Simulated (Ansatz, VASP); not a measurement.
Ru in VASP and in Ansatz

INCAR

```
PREC = Accurate ; ENCUT = 500
EDIFF = 1E-6 ; ISMEAR = 0
SIGMA = 0.1 ; LREAL = F
LASPH = T ; NELM = 120
ALGO = Normal ; ISIF = 2
LWAVE = F ; LCHARG = T
GGA = PS ; LELF = T
LVHAR = T ; NBANDS = 21
GGA_COMPAT = F
```

File KPOINTS:

```
Automatic mesh
0
Gamma
  6 6 4
```

Contents of POSCAR:

```
Ru
1.0
    2.7057993342      0.0000000000      0.0000000000
   -1.3528996671      2.3432909610      0.0000000000
    0.0000000000      0.0000000000      4.2819000000
Ru
2
Direct
    0.3333333333      0.6666666667      0.2500000000
    0.6666666667      0.3333333333      0.7500000000
```

Input for Ansatz:

```yaml
crystal:
  lattice:
    - [2.7057993342, 0.0, 0.0]
    - [-1.3528996671, 2.343290961, 0.0]
    - [0.0, 0.0, 4.2819]
  atoms:
    - { symbol: Ru, position: [0.3333333333, 0.6666666667, 0.25] }
    - { symbol: Ru, position: [0.6666666667, 0.3333333333, 0.75] }
basis:
  ecutwfc: 650.0
kpoints:
  mp_grid: { grid: [6, 6, 4] }
hamiltonian:
  xc: pbesol
scf:
  occupations: { method: gaussian, width: 0.1 }
output:
  forces: true
  stress: true
  eigenvalues: true
```

Alike in both runs: task single point; functional PBEsol; k mesh 6 × 6 × 4; occupations gaussian, width 0.1 eV; no spin polarisation.

|  | VASP | Ansatz |
| --- | --- | --- |
| version | VASP 6.6.1 | Ansatz 0.2.0 |
| potentials or method | VASP PAW PBE potentials, release 64 (Ru_pv), cutoff 500 eV | scalar-relativistic, plane waves, PAW |
| valence electrons in the cell | 28 | 32 |

|  | VASP | Ansatz | Ansatz less VASP |
| --- | --- | --- | --- |
| gap on the k mesh at the Fermi level (eV) | none | none | - |
| pressure (GPa) | -5.6 | -5.5 | +0.04 |
| traceless stress, the component that is largest in VASP (GPa) | -4.34 | -4.37 | -0.023 |

VASP's potentials were made for PBE, not for PBEsol. A gap of «none» marks a metal or a gap that the smearing closes. The functional is the same, so the differences come from potentials, cutoffs and numerics. VASP's potentials hold 28 valence electrons a cell and Ansatz's 32, so a difference there can come from the potentials and not from the codes.

The k mesh is coarse, so the values compare programs but aren't converged.
